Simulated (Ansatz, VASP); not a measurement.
KF in VASP and in Ansatz

```
K F
1.0
     2.10450    1.21503    3.43709
    -2.10450    1.21503    3.43709
     0.00000   -2.43007    3.43709
K F
1 1
Direct
  0.24937 0.24937 0.24937
  0.99939 0.99939 0.99939
```

Alike in both runs: functional PBE; k mesh 8 × 8 × 8; occupations gaussian, width 0.02 eV; no spin polarisation.

Ansatz relaxed the structure, and its values are those at the end. VASP's run is a single point on that final structure, the one shown.

|  | VASP | Ansatz |
| --- | --- | --- |
| version | VASP 6.6.1 | Ansatz 0.2.0 |
| potentials or method | VASP PAW PBE potentials, release 64 (K_sv, F), cutoff 520 eV | scalar-relativistic, plane waves, PAW |
| valence electrons in the cell | 16 | 16 |

VASP gave:

```
gap on the k mesh at the Fermi level (eV) : 5.05
least direct gap on the mesh (eV)         : 5.23
pressure (GPa)                            : 0.0
```

Q: Which values does Ansatz return?

A: gap on the k mesh at the Fermi level (eV): 5.06; least direct gap on the mesh (eV): 5.24; pressure (GPa): 0.0.

The functional is the same, so the differences come from potentials, cutoffs and numerics.
